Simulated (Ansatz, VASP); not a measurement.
# One calculation of Al2Au, two programs

```xyz
3
Lattice="0.0000 3.0023 3.0023 3.0023 0.0000 3.0023 3.0023 3.0023 0.0000" Properties=species:S:1:pos:R:3 pbc="T T T"
Al    1.5012    1.5012    1.5012
Al    4.5035    4.5035    4.5035
Au    0.0000    0.0000    0.0000
```

Alike in both runs: task single point; functional PBE; k mesh 6 × 6 × 6; occupations gaussian, width 0.1 eV; no spin polarisation.

|  | VASP | Ansatz |
| --- | --- | --- |
| version | VASP 6.6.1 | Ansatz 0.2.0 |
| potentials or method | VASP PAW PBE potentials, release 64 (Al, Au), cutoff 500 eV | scalar-relativistic, plane waves, PAW |
| valence electrons in the cell | 17 | 25 |

|  | VASP | Ansatz | Ansatz less VASP |
| --- | --- | --- | --- |
| gap on the k mesh at the Fermi level (eV) | none | none | - |
| pressure (GPa) | 2.9 | 3.2 | +0.25 |

A gap of «none» marks a metal or a gap that the smearing closes. The functional is the same, so the differences come from potentials, cutoffs and numerics. VASP's potentials hold 17 valence electrons a cell and Ansatz's 25, so a difference there can come from the potentials and not from the codes.

Neither program's run includes spin-orbit coupling.
